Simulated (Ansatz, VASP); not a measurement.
**Zr in VASP and in Ansatz**

The input INCAR:

```
  ALGO = Normal
  EDIFF = 1E-6
  ENCUT = 520
  GGA = CA
  ISIF = 2
  ISMEAR = -1
  LASPH = True
  LCHARG = False
  LREAL = False
  LWAVE = False
  NBANDS = 19
  NELM = 100
  PREC = Accurate
  SIGMA = 0.03
```

KPOINTS

```
k-points
0
Gamma
  13 13 7
```

The input POSCAR:

```
Zr
1.0
    3.2319982225      0.0323199822      0.0323199822
   -1.5880091855      2.7828325745      0.0118299345
    0.0514700000      0.0514700000      5.1470000000
Zr
2
Direct
    0.3333333333      0.6666666667      0.2500000000
    0.6666666667      0.3333333333      0.7500000000
```

Input for Ansatz:

```yaml
crystal:
  lattice:
    - [3.2319982225, 0.0323199822, 0.0323199822]
    - [-1.5880091855, 2.7828325745, 0.0118299345]
    - [0.05147, 0.05147, 5.147]
  atoms:
    - { symbol: Zr, position: [0.3333333333, 0.6666666667, 0.25] }
    - { symbol: Zr, position: [0.6666666667, 0.3333333333, 0.75] }
kpoints:
  mp_grid: { grid: [13, 13, 7] }
  band_path:
    path:
      - [0.0, 0.0, 0.0]
      - [0.0, -0.5, 0.0]
      - [0.0, 0.0, 0.5]
      - [0.0, 0.0, 0.0]
      - [-0.5, 0.0, 0.0]
      - [-0.5, 0.5, -0.5]
      - [0.0, 0.0, 0.0]
      - [-0.5, 0.0, -0.5]
      - [-0.5, 0.5, 0.0]
    npoints: 5
scf:
  occupations: { method: fermi_dirac, width: 0.03 }
hamiltonian:
  xc: lda
  pseudopotentials: { kind: all_electron, lapw: { basis_error: 0.00025 } }
output:
  forces: true
  stress: true
  eigenvalues: true
```

Change from the starting cell: equal xy, yz and zx shear strains of +2 %.

Alike in both runs: task single point; functional LDA; k mesh 13 × 13 × 7; occupations fermi-dirac, width 0.03 eV; no spin polarisation.

|  | VASP | Ansatz |
| --- | --- | --- |
| version | VASP 6.6.1 | Ansatz 0.2.0 |
| potentials or method | VASP PAW LDA potentials, release 64 (Zr_sv), cutoff 520 eV | all-electron LAPW, scalar-relativistic |

```csv
,VASP,Ansatz,Ansatz less VASP
pressure (GPa),-6.0,-6.1,-0.06
"traceless stress, the component that is largest in VASP (GPa)",-0.74,-0.75,-0.005
rms of the force components (eV/Å),0.017,0.017,0.0000
```

LDA's correlation is that of Perdew and Zunger in VASP and of Perdew and Wang (1992) in Ansatz. Atom by atom the forces differ by 0.000 eV/Å (rms over components). Ansatz ran all-electron here, and VASP with PAW potentials.
